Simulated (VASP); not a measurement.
# TiO2 in VASP: further runs

TiO2 is run at these levels: r2SCAN; tasks: single point.

Program: VASP 6.6.1. These are calculated values, not measurements. Logs are shortened: lines on timing, memory, paths and dates and some standing lists are left out, and cuts for length are marked.

## 1. The cell of the first run

The structure is trigonal, space group R-3m (No. 166). Conventional cell: a = 2.995 Å, b = 2.995 Å, c = 20.945 Å, α = 90.00°, β = 90.00°, γ = 120.00°. Ti (site symmetry -3m) has 6 O at 1.98 Å within 2.6 Å. Within 2.6 Å of O (site symmetry 3m) lie 3 Ti at 1.98 Å and 3 O at 2.60 Å.

## 2. Single point, r2SCAN

The input, POSCAR:

```
TiO2
1.0
    7.1924470000      0.0000000000      0.0000000000
    6.5690148859      2.9290505761      0.0000000000
    6.5690148859      1.3981782601      2.5737977446
Ti O
1 2
Direct
    0.0000000000      0.0000000000      0.0000000000
    0.6204670000      0.6204670000      0.6204670000
    0.3795330000      0.3795330000      0.3795330000
```

The input, INCAR.step1:

```
  PREC = Accurate
  ENCUT = 910
  ISMEAR = 0
  SIGMA = 0.01
  LREAL = False
  LASPH = True
  NELM = 120
  NBANDS = 19
  GGA = PE
  ALGO = Normal
  EDIFF = 1E-5
  LWAVE = True
  LCHARG = False
  GGA_COMPAT = False
```

The input, INCAR.step2:

```
  PREC = Accurate
  ENCUT = 910
  EDIFF = 1E-6
  ISMEAR = 0
  SIGMA = 0.01
  LREAL = False
  LASPH = True
  NELM = 120
  ALGO = Normal
  ISIF = 2
  LWAVE = False
  LCHARG = False
  METAGGA = R2SCAN
  LMIXTAU = True
  NBANDS = 19
  ISTART = 1
  GGA_COMPAT = False
```

The input, KPOINTS:

```
regular mesh
0
Gamma
  8 8 8
```

Potentials or basis: VASP PAW PBE potentials, release 64 (Ti_sv, O_h).

Started as:

```
$ cat potpaw_PBE.64/Ti_sv/POTCAR potpaw_PBE.64/O_h/POTCAR > POTCAR
$ cp INCAR.step1 INCAR
$ mpirun -np 1 vasp_std > vasp.out
$ cp INCAR.step2 INCAR
$ mpirun -np 1 vasp_std > vasp.out
```

OUTCAR:

```text
PREC = Accurate
   ENCUT = 910
   EDIFF = 1E-6
   ISMEAR = 0
   LREAL = False
   LASPH = True
   NELM = 120
   ISIF = 2
   METAGGA = R2SCAN
   ISTART = 1

 ion  position               nearest neighbor table
   1  0.000  0.000  0.000-   2 1.98   3 1.98   2 1.98   3 1.98   2 1.98   3 1.98
   2  0.620  0.620  0.620-   1 1.98   1 1.98   1 1.98
   3  0.380  0.380  0.380-   1 1.98   1 1.98   1 1.98

  LATTYP: Found a trigonal (rhomboedric) cell.
 ALAT       =     7.1924470000
 COS(alpha) =     0.9133212780

  Lattice vectors:

 A1 = (   7.1924470000,   0.0000000000,   0.0000000000)
 A2 = (   6.5690148859,   2.9290505761,   0.0000000000)
 A3 = (   6.5690148859,   1.3981782601,   2.5737977446)

Analysis of symmetry for initial positions (statically):
=====================================================================
 Subroutine PRICEL returns:
 Original cell was already a primitive cell.

 Routine SETGRP: Setting up the symmetry group for a
 trigonal (rhombohedral) supercell.

 Subroutine GETGRP returns: Found 12 space group operations
 (whereof 12 operations were pure point group operations)
 out of a pool of 12 trial point group operations.

The static configuration has the point symmetry D_3d.

Analysis of symmetry for dynamics (positions and initial velocities):
=====================================================================
 Subroutine PRICEL returns:
 Original cell was already a primitive cell.

 Routine SETGRP: Setting up the symmetry group for a
 trigonal (rhombohedral) supercell.

 Subroutine GETGRP returns: Found 12 space group operations
 (whereof 12 operations were pure point group operations)
 out of a pool of 12 trial point group operations.

The dynamic configuration has the point symmetry D_3d.

 Subroutine INISYM returns: Found 12 space group operations
 (whereof 12 operations are pure point group operations),
 and found     1 'primitive' translations

----------------------------------------------------------------------------------------

                                     Primitive cell

  volume of cell :      54.2223

  direct lattice vectors                    reciprocal lattice vectors
     7.192447000  0.000000000  0.000000000     0.139034740 -0.311814786 -0.185464699
     6.569014886  2.929050576  0.000000000     0.000000000  0.341407556 -0.185464699
     6.569014886  1.398178260  2.573797745     0.000000000  0.000000000  0.388530918

  length of vectors
     7.192447000  7.192447000  7.192447000     0.388530918  0.388530918  0.388530918

  position of ions in fractional coordinates (direct lattice)
     0.000000000  0.000000000  0.000000000
     0.620467000  0.620467000  0.620467000
     0.379533000  0.379533000  0.379533000

  ion indices of the primitive-cell ions
   primitive index   ion index
                 1           1
                 2           2
                 3           3

----------------------------------------------------------------------------------------

 KPOINTS: regular mesh

Automatic generation of k-mesh.
 Grid dimensions read from file:
 generate k-points for:    8    8    8

 Generating k-lattice:

  Cartesian coordinates                     Fractional coordinates (reciprocal lattice)
     0.017379343 -0.038976848 -0.023183087     0.125000000  0.000000000  0.000000000
     0.000000000  0.042675945 -0.023183087     0.000000000  0.125000000  0.000000000
     0.000000000  0.000000000  0.048566365     0.000000000  0.000000000  0.125000000

  Length of vectors
     0.048566365  0.048566365  0.048566365

  Shift w.r.t. Gamma in fractional coordinates (k-lattice)
     0.000000000  0.000000000  0.000000000

 Subroutine IBZKPT returns following result:
 ===========================================

 Found     65 irreducible k-points:

 Following reciprocal coordinates:
            Coordinates               Weight
  0.000000  0.000000  0.000000      1.000000
  0.125000  0.000000  0.000000      6.000000
  0.250000  0.000000  0.000000      6.000000
  0.375000 -0.000000  0.000000      6.000000
  0.500000  0.000000  0.000000      3.000000
  0.125000  0.125000  0.000000      6.000000
[... 16 lines left out ...]
  0.250000  0.125000  0.125000      6.000000
  0.375000  0.125000  0.125000      6.000000
 [... further k-points ...]
   k-points           NKPTS =     65   k-points in BZ     NKDIM =     65   number of bands    NBANDS=     19
   number of dos      NEDOS =    301   number of ions     NIONS =      3
   total plane-waves  NPLWV = 373248
   dimension x,y,z NGX =    72 NGY =   72 NGZ =   72
   dimension x,y,z NGXF=   144 NGYF=  144 NGZF=  144
   ions per type =               1   2
   NGX,Y,Z   is equivalent  to a cutoff of  16.64, 16.64, 16.64 a.u.
   NGXF,Y,Z  is equivalent  to a cutoff of  33.28, 33.28, 33.28 a.u.
 SYSTEM =  unknown system
   PREC   = accura    normal or accurate (medium, high low for compatibility)
   ISTART =      1    job   : 0-new  1-cont  2-samecut
   ICHARG =      0    charge: 1-file 2-atom 10-const
   ISPIN  =      1    spin polarized calculation?
   LNONCOLLINEAR =      F non collinear calculations
   LSORBIT =      F    spin-orbit coupling
   LASPH  =      T    aspherical Exc in radial PAW
   ENCUT  =  910.0 eV  66.88 Ry    8.18 a.u.  17.69 17.69 17.69*2*pi/ulx,y,z
   NELM   =    120;   NELMIN=  2; NELMDL=  0     # of ELM steps
   EDIFF  = 0.1E-05   stopping-criterion for ELM
   LREAL  =      F    real-space projection
   EDIFFG = 0.1E-04   stopping-criterion for IOM
   NSW    =      0    number of steps for IOM
   IBRION =     -1    ionic relax: 0-MD 1-quasi-New 2-CG
   NFREE  =      0    steps in history (QN), initial steepest desc. (CG)
   ISIF   =      2    stress and relaxation
   ISYM   =      2    0-nonsym 1-usesym 2-fastsym
   POTIM  = 0.5000    time-step for ionic-motion
   TEBEG  =    0.0;   TEEND  =   0.0 temperature during run
   PSTRESS=    0.0 pullay stress
   NELECT =      24.0000    total number of electrons
   NUPDOWN=      -1.0000    fix difference up-down
   EMIN   =  10.00;   EMAX   =-10.00  energy-range for DOS
   EFERMI =   0.00;   METHOD = LEGACY
   ISMEAR =     0;   SIGMA  =   0.01  broadening in eV -4-tet -1-fermi 0-gaus
   EFERMI_NEDOS =   21; number of points for ismear=-14 and -15
   IALGO  =     38    algorithm
   IMIX   =      4    mixing-type and parameters
     AMIX     =   0.40;   BMIX     =  1.00
     AMIX_MAG =   1.60;   BMIX_MAG =  1.00
  volume/ion in A,a.u.               =      18.07       121.97
  Fermi-wavevector in a.u.,A,eV,Ry     =   1.247630  2.357679 21.178576  1.556581
  Thomas-Fermi vector in A             =   2.381754
   LORBIT       =      0    0 simple, 1 ext, 2 COOP (PROOUT), +10 PAW based schemes
   METAGGA = R2SCAN    functional components
   LHFCALC =     F    Hartree Fock is set to
   AEXX    =    0.0000 exact exchange contribution
   IVDW    =     0    specifies the selected vdW correction
   LEPSILON=     F    determine dielectric tensor
   LRPA    =     F    only Hartree local field effects (RPA)
 non-spin polarized calculation
 Gauss-broadening in eV      SIGMA  =   0.01
  energy-cutoff  :      910.00
  volume of cell :       54.22
 maximum number of plane-waves:      3424
   NGX = 35   NGY = 35   NGZ = 35

 number of electron      24.0000000 magnetization

 Free energy of the ion-electron system (eV)
  ---------------------------------------------------
  ext. energy  EPLUGINS =         0.00000000
  ---------------------------------------------------
  free energy    TOTEN  =       -34.41412948 eV

  energy without entropy =      -34.41412948  energy(sigma->0) =      -34.41412948

 E-fermi :  -1.0744     XC(G=0):  -7.9276

 val. band max:       -1.2039308778   @ k =  -0.1250   0.1250  -0.0000
 cond. band min:       1.9057896092   @ k =   0.1250   0.1250   0.1250
 fundamental gap:      3.1097204871
 Fermi energy:        -1.0744053469

 k-point     1 :       0.0000    0.0000    0.0000
  band No.  band energies     occupation
      1     -59.7638      2.00000
      2     -34.9717      2.00000
      3     -34.7007      2.00000
      4     -34.7007      2.00000
      5     -19.5669      2.00000
      6     -17.8471      2.00000
[... 11 lines left out ...]
     18       6.6612      0.00000
     19      10.0069      0.00000

 k-point     2 :       0.1250    0.0000    0.0000
  band No.  band energies     occupation
      1     -59.7536      2.00000
      2     -34.9525      2.00000
      3     -34.7888      2.00000
      4     -34.7169      2.00000
      5     -19.3740      2.00000
      6     -17.9491      2.00000
[... 11 lines left out ...]
     18       7.1291      0.00000
     19      10.5291      0.00000

 k-point     3 :       0.2500    0.0000    0.0000
  band No.  band energies     occupation
      1     -59.7290      2.00000
      2     -35.0000      2.00000
      3     -34.9017      2.00000
      4     -34.7558      2.00000
      5     -18.9279      2.00000
      6     -18.1611      2.00000
[... 11 lines left out ...]
     18       8.2891      0.00000
     19      11.5336      0.00000

 k-point     4 :       0.3750   -0.0000    0.0000
  band No.  band energies     occupation
      1     -59.7043      2.00000
      2     -35.1996      2.00000
      3     -34.8546      2.00000
      4     -34.7944      2.00000
      5     -18.6929      2.00000
      6     -18.1359      2.00000
[... 407 lines left out ...]
     18       6.7328      0.00000
     19       9.7202      0.00000

 k-point    23 :       0.2500    0.1250    0.1250
  band No.  band energies     occupation
      1     -59.7536      2.00000
      2     -34.9525      2.00000
      3     -34.7888      2.00000
      4     -34.7169      2.00000
      5     -19.3739      2.00000
      6     -17.9493      2.00000
[... 11 lines left out ...]
     18       7.2242      0.00000
     19      10.1184      0.00000

 k-point    24 :       0.3750    0.1250    0.1250
  band No.  band energies     occupation
      1     -59.7290      2.00000
      2     -35.0000      2.00000
      3     -34.9017      2.00000
      4     -34.7558      2.00000
      5     -18.9278      2.00000
      6     -18.1613      2.00000
[... 11 lines left out ...]
     18       8.3378      0.00000
     19      11.2282      0.00000

 [... further k-points ...]

------------------------ aborting loop because EDIFF is reached ----------------------------------------

  FORCE on cell =-STRESS in cart. coord.  units (eV):
  Direction    XX          YY          ZZ          XY          YZ          ZX
  --------------------------------------------------------------------------------------
  -------------------------------------------------------------------------------------
  Total       -0.7873238     -1.0519024     -1.0600157      0.0589863      0.0074676      0.0350846
  in kB      -23.2640855    -31.0819380    -31.3216717      1.7429467      0.2206536      1.0366894
  external PRESSURE =     -28.5558984 kB  Pullay stress =       0.0000000 kB

 VOLUME and BASIS-vectors are now :
 -----------------------------------------------------------------------------
  energy-cutoff  :      910.00
  volume of cell :       54.22
      direct lattice vectors                 reciprocal lattice vectors
     7.192447000  0.000000000  0.000000000     0.139034740 -0.311814786 -0.185464699
     6.569014886  2.929050576  0.000000000     0.000000000  0.341407556 -0.185464699
     6.569014886  1.398178260  2.573797745     0.000000000  0.000000000  0.388530918

 POSITION                                       TOTAL-FORCE (eV/Angst)
 -----------------------------------------------------------------------------------
      0.00000      0.00000      0.00000        -0.000000      0.000000      0.000000
     12.61439      2.68490      1.59696         0.335385      0.071385      0.042459
      7.71609      1.64233      0.97684        -0.335385     -0.071385     -0.042459
 -----------------------------------------------------------------------------------
    total drift:                                0.000000     -0.000000     -0.000000

  FREE ENERGIE OF THE ION-ELECTRON SYSTEM (eV)
  ---------------------------------------------------
  free  energy   TOTEN  =       -34.4141294779 eV

  energy  without entropy=      -34.4141294779  energy(sigma->0) =      -34.41412948
```

Wall time 30 min (1 thread of Intel Xeon 6975P-C (Granite Rapids), shared host); peak memory 0.95 GiB.

What came out:

* Free energy: -34.4141 eV
* Pressure: -2.9 GPa
* Largest force: 0.346 eV/Å
* Band gap on the k mesh: 3.11 eV (least direct gap 3.30 eV)

Forces on the atoms (eV/Å):
```
Ti   0.000  0.000  0.000
O    0.335  0.071  0.042
O   -0.335 -0.071 -0.042
```

Caveat: the cutoff is under 1.25 times the usual one of these potentials, so pressure, stress and relaxed cells hold a basis-set (Pulay) error; the PAW data sets were made with another functional, which shifts forces and pressure a little. A k mesh can miss the band edges.

## 3. Single point, r2SCAN

This run uses another cell than the first one, of 17.74 Å³/atom.

The input, POSCAR:

```
TiO2
1.0
    7.1919029601     -0.0760303504     -0.0452221854
    6.5375554190      2.8326156224     -0.0410112580
    6.5375554190      1.3161080011      2.5086356684
Ti O
1 2
Direct
    0.0000000000      0.0000000000      0.0000000000
    0.6302511117      0.6161249202      0.6161249202
    0.3697488883      0.3838750798      0.3838750798
```

The input, INCAR.step1:

```
PREC = Accurate
ENCUT = 520
ISMEAR = 0
SIGMA = 0.01
LREAL = F
LASPH = T
NELM = 60
NBANDS = 19
GGA = PE
ALGO = Normal
EDIFF = 1E-4
LWAVE = T
LCHARG = F
```

The input, INCAR.step2:

```
PREC = Accurate
ENCUT = 520
EDIFF = 1E-7
ISMEAR = 0
SIGMA = 0.01
LREAL = F
LASPH = T
NELM = 60
ALGO = Normal
ISIF = 2
LWAVE = F
LCHARG = T
METAGGA = R2SCAN
LMIXTAU = T
LELF = T
LVHAR = T
NBANDS = 19
ISTART = 1
```

KPOINTS is that of step 2.

Potentials or basis: VASP PAW PBE potentials, release 64 (Ti_sv, O).

Started as:

```
$ cat potpaw_PBE.64/Ti_sv/POTCAR potpaw_PBE.64/O/POTCAR > POTCAR
$ cp INCAR.step1 INCAR
$ mpirun -np 1 vasp_std > vasp.out
$ cp INCAR.step2 INCAR
$ mpirun -np 1 vasp_std > vasp.out
```

Wall time 63 min (1 thread of Intel Xeon Platinum 8488C (Sapphire Rapids), shared host); peak memory 0.48 GiB.

The run converged. Its results:

* Free energy: -34.3788 eV
* Pressure: 0.6 GPa
* Largest force: 0.094 eV/Å
* Band gap on the k mesh: 3.16 eV (least direct gap 3.34 eV)

Forces in eV/Å, atoms in the order of the input:
```
Ti   0.000  0.000  0.000
O   -0.091 -0.018 -0.011
O    0.091  0.018  0.011
```

Stress tensor (GPa, compression positive):
```
 0.31  0.04  0.03
 0.04  0.41 -0.57
 0.03 -0.57  1.04
```

Levels at points of the mesh, in eV from the valence-band top:
| k point | band 10 | band 11 | band 12 | band 13 | band 14 | band 15 |
| --- | --- | --- | --- | --- | --- | --- |
| (0.00, 0.00, 0.00) | -0.63 | -0.21 | -0.18 | 3.16 | 3.19 | 4.97 |
| (0.50, 0.00, 0.00) | -1.69 | -1.25 | -0.67 | 3.44 | 4.24 | 4.31 |
| (0.00, 0.50, 0.00) | -1.70 | -1.29 | -0.65 | 3.44 | 4.24 | 4.34 |
| (0.50, 0.50, 0.00) | -1.70 | -1.29 | -0.64 | 3.44 | 4.24 | 4.34 |
| (0.00, 0.50, 0.50) | -1.69 | -1.25 | -0.66 | 3.44 | 4.24 | 4.30 |
| (0.50, 0.50, 0.50) | -0.69 | -0.21 | -0.18 | 3.16 | 3.19 | 4.99 |

Caveat: the PAW data sets were made with another functional, which shifts forces and pressure a little.
